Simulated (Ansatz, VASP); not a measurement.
Se: VASP beside Ansatz

```
CELL_PARAMETERS angstrom
4.50482 0.00000 0.00000
-2.25241 3.90129 0.00000
0.00000 0.00000 4.97880
ATOMIC_POSITIONS crystal
Se 0.21789 0.00000 0.33333
Se 0.00000 0.21789 0.66667
Se 0.78211 0.78211 0.00000
```

Alike in both runs: task single point; functional PBEsol; k mesh 6 × 6 × 4; occupations gaussian, width 0.1 eV; no spin polarisation.

|  | VASP | Ansatz |
| --- | --- | --- |
| version | VASP 6.6.1 | Ansatz 0.2.0 |
| potentials or method | VASP PAW PBE potentials, release 64 (Se), cutoff 520 eV | scalar-relativistic, plane waves, PAW |
| valence electrons in the cell | 18 | 48 |

```csv
,VASP,Ansatz,Ansatz less VASP
gap on the k mesh at the Fermi level (eV),1.04,1.05,+0.010
least direct gap on the mesh (eV),1.29,1.30,+0.009
pressure (GPa),-0.7,-0.9,-0.18
"traceless stress, the component that is largest in VASP (GPa)",0.50,0.43,-0.067
rms of the force components (eV/Å),0.115,0.088,-0.0271
```

VASP's potentials were made for PBE, not for PBEsol, and Ansatz warns of the same on its side. Atom by atom the forces differ by 0.027 eV/Å (rms over components). VASP's potentials hold 18 valence electrons a cell and Ansatz's 48, so a difference there can come from the potentials and not from the codes.
